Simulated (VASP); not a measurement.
Input of a VASP 6.6.1 run:

INCAR

```
SYSTEM = BaTe
ALGO = Normal
EDIFF = 1E-6
ENCUT = 520
GGA = PE
ISIF = 2
ISMEAR = -1
LASPH = .True.
LCHARG = .False.
LREAL = .False.
LWAVE = .False.
NBANDS = 15
NELM = 60
PREC = Accurate
SIGMA = 0.02
```

The input KPOINTS:

```
k-points
0
Gamma
  6 6 6
  0 0 0
```

POSCAR

```
BaTe
1.0
    0.0000000000      3.6383584395      3.5033386480
    3.6383584395      0.0000000000      3.5033386480
    3.6383584395      3.6383584395      0.0000000000
Ba Te
1 1
Direct
    0.0000000000      0.0000000000      0.0000000000
    0.5000000000      0.5000000000      0.5000000000
```

Potentials or basis: VASP PAW PBE potentials, release 64 (Ba_sv, Te).

Launch:

```sh
$ cat potpaw_PBE.64/Ba_sv/POTCAR potpaw_PBE.64/Te/POTCAR > POTCAR
$ mpirun -np 1 vasp_std > vasp.out
```

Q: What does it give for the band gap on the k mesh?

A: 1.62 eV (least direct gap 2.00 eV).

Q: What does it give for the pressure?

A: -0.9 GPa.

Stress tensor (GPa, compression positive):
```
-1.58  0.00  0.00
 0.00 -1.58  0.00
 0.00  0.00  0.32
```

Caveat: the cell differs from its parent crystal (epitaxial xy strain +3.0%); spin-orbit coupling is left out, which moves the levels of the heavy elements. A k mesh can miss the band edges.
